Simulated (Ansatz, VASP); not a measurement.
# ReBPt: VASP beside Ansatz

```xyz
6
Lattice="3.4139 0.0000 0.0000 0.0000 3.4139 0.0000 0.0000 0.0000 5.6947" Properties=species:S:1:pos:R:3 pbc="T T T"
Re    0.0000    1.7070    2.0984
Re    1.7070    0.0000    3.5964
B     0.0000    0.0000    0.0000
B     1.7070    1.7070    0.0000
Pt    0.0000    1.7070    4.2899
Pt    1.7070    0.0000    1.4049
```

Change from the starting cell: species swapped into the NiPRh type (P4/nmm, No. 129).

Alike in both runs: task single point; functional PBE; k mesh 6 × 6 × 4; occupations gaussian, width 0.1 eV; no spin polarisation.

|  | VASP | Ansatz |
| --- | --- | --- |
| version | VASP 6.6.1 | Ansatz 0.2.0 |
| potentials or method | VASP PAW PBE potentials, release 64 (Re, B, Pt), cutoff 520 eV | scalar-relativistic, plane waves, PAW |
| valence electrons in the cell | 40 | 72 |

|  | VASP | Ansatz | Ansatz less VASP |
| --- | --- | --- | --- |
| gap on the k mesh at the Fermi level (eV) | none | none | - |
| rms of the force components (eV/Å) | 5.023 | 5.201 | +0.1782 |

Atom by atom the forces differ by 0.183 eV/Å (rms over components). A gap of «none» marks a metal or a gap that the smearing closes. The functional is the same, so the differences come from potentials, cutoffs and numerics. VASP's potentials hold 40 valence electrons a cell and Ansatz's 72, so a difference there can come from the potentials and not from the codes.

Neither program's run includes spin-orbit coupling.
